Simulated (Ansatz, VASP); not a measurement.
# One calculation of Si3Ge3N8, two programs

INCAR

```
SYSTEM = Si3Ge3N8
PREC = Accurate
ENCUT = 520
EDIFF = 1E-6
ISMEAR = -1
SIGMA = 0.02
LREAL = .FALSE.
LASPH = .TRUE.
NELM = 60
ALGO = Normal
ISIF = 2
LWAVE = .FALSE.
LCHARG = .FALSE.
GGA = PE
NBANDS = 60
```

File KPOINTS:

```
regular mesh
0
G
  6 6 8
  0 0 0
```

File POSCAR:

```
Si3Ge3N8
1.0
    7.8205151073      0.0000000000      0.0000000000
   -3.9102575537      6.7727647536      0.0000000000
    0.0000000000      0.0000000000      2.9901689729
Si Ge N
3 3 8
Direct
    0.2374192009      0.8242866312      0.5000000000
    0.1757133688      0.4131325696      0.5000000000
    0.5868674304      0.7625807991      0.5000000000
    0.3990891632      0.2285502117      0.0000000000
    0.8294610485      0.6009108368      0.0000000000
    0.7714497883      0.1705389515      0.0000000000
    0.3333333333      0.6666666667      0.5000000000
    0.6666666667      0.3333333333      0.0000000000
    0.9823508489      0.6847233212      0.5000000000
    0.3045479022      0.9593775485      0.0000000000
    0.6548296463      0.6954520978      0.0000000000
    0.3152766788      0.2976275277      0.5000000000
    0.0406224515      0.3451703537      0.0000000000
    0.7023724723      0.0176491511      0.5000000000
```

Input for Ansatz:

```yaml
crystal:
  lattice:
    - [7.8205151073, 0.0, 0.0]
    - [-3.9102575537, 6.7727647536, 0.0]
    - [0.0, 0.0, 2.9901689729]
  atoms:
    - { symbol: Si, position: [0.2374192009, 0.8242866312, 0.5] }
    - { symbol: Ge, position: [0.3990891632, 0.2285502117, 0.0] }
    - { symbol: Ge, position: [0.8294610485, 0.6009108368, 0.0] }
    - { symbol: Si, position: [0.1757133688, 0.4131325696, 0.5] }
    - { symbol: Si, position: [0.5868674304, 0.7625807991, 0.5] }
    - { symbol: Ge, position: [0.7714497883, 0.1705389515, 0.0] }
    - { symbol: "N", position: [0.3333333333, 0.6666666667, 0.5] }
    - { symbol: "N", position: [0.6666666667, 0.3333333333, 0.0] }
    - { symbol: "N", position: [0.9823508489, 0.6847233212, 0.5] }
    - { symbol: "N", position: [0.3045479022, 0.9593775485, 0.0] }
    - { symbol: "N", position: [0.6548296463, 0.6954520978, 0.0] }
    - { symbol: "N", position: [0.3152766788, 0.2976275277, 0.5] }
    - { symbol: "N", position: [0.0406224515, 0.3451703537, 0.0] }
    - { symbol: "N", position: [0.7023724723, 0.0176491511, 0.5] }
kpoints:
  mp_grid: { grid: [6, 6, 8] }
  band_path:
    path:
      - [[0.0, 0.0, 0.0], [0.5, -1.367718636029e-18, -2.538267760791e-19], [0.3333333333333, 0.3333333333333, -1.692178507187e-19], [0.0, 0.0, 0.0], [-2.402139164287e-36, 2.264293649352e-35, 0.5], [0.5, -9.33641512524e-19, 0.5], [0.3333333333333, 0.3333333333333, 0.5], [-2.402139164287e-36, 2.264293649352e-35, 0.5]]
      - [[0.5, -9.33641512524e-19, 0.5], [0.5, -1.367718636029e-18, -2.538267760791e-19]]
      - [[0.3333333333333, 0.3333333333333, 0.5], [0.3333333333333, 0.3333333333333, -1.692178507187e-19]]
    npoints: 10
hamiltonian:
  xc: pbe
scf:
  occupations: { method: fermi_dirac, width: 0.02 }
  n_extra_bands: 7
output:
  forces: true
  stress: true
  eigenvalues: true
```

Alike in both runs: task single point; functional PBE; k mesh 6 × 6 × 8; occupations fermi-dirac, width 0.02 eV; no spin polarisation.

|  | VASP | Ansatz |
| --- | --- | --- |
| version | VASP 6.6.1 | Ansatz 0.2.0 |
| potentials or method | VASP PAW PBE potentials, release 64 (Si, Ge_d, N) | plane waves, PAW |
| plane-wave cutoff (eV) | 520 | 420 |
| valence electrons in the cell | 94 | 94 |

VASP gave:

| Property | Result |
| --- | --- |
| gap on the k mesh at the Fermi level (eV) | 3.28 |
| pressure (GPa) | 5.6 |
| rms of the force components (eV/Å) | 0.042 |

**Question.** Which values does Ansatz return?

**Answer.** gap on the k mesh at the Fermi level (eV): 3.27; pressure (GPa): 6.1; rms of the force components (eV/Å): 0.051.
